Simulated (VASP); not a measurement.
HfGe:

```
Hf Ge
1.0
     3.50084    0.00000    0.00000
     0.00000    3.50084    0.00000
     0.00000    0.00000    3.50084
Hf Ge
1 1
Direct
  0.00000 0.00000 0.00000
  0.50000 0.50000 0.50000
```

- Program: VASP 6.6.1
- Task: relaxation of cell and atoms
- Functional: PBEsol
- Potentials or basis: VASP PAW PBE potentials, release 64 (Hf_pv, Ge_d)
- Cutoff: 600 eV
- k mesh: 8 × 8 × 8
- Occupations: fermi-dirac, width 0.05 eV
- Spin: no spin polarisation

At the start: pressure -15.3 GPa; volume 21.45 Å³/atom.

Question: How do energy, volume and symmetry change on relaxing?

Answer: Over 4 steps the energy falls by 191.2 meV/atom and the volume is 18.03 Å³/atom (-16.0 %); space group Pm-3m (No. 221, to 0.05 Å).

The path:
```tsv
step	energy change (eV)	largest force (eV/Å)	pressure (GPa)	volume (Å³)
1	0.0000	0.0000	-15.28	42.91
2	-0.0761	0.0000	23.90	31.42
3	-0.3822	0.0000	-0.45	36.18
4	-0.3824	0.0000	-0.02	36.06
```

Final structure:
```
CELL_PARAMETERS angstrom
3.30368 0.00000 0.00000
0.00000 3.30368 0.00000
0.00000 0.00000 3.30368
ATOMIC_POSITIONS crystal
Hf 0.00000 0.00000 0.00000
Ge 0.50000 0.50000 0.50000
```

Caveat: the volume moved by over 15 % at a fixed basis, so the end points are rough; the PAW data sets were made with another functional, which shifts forces and pressure a little.
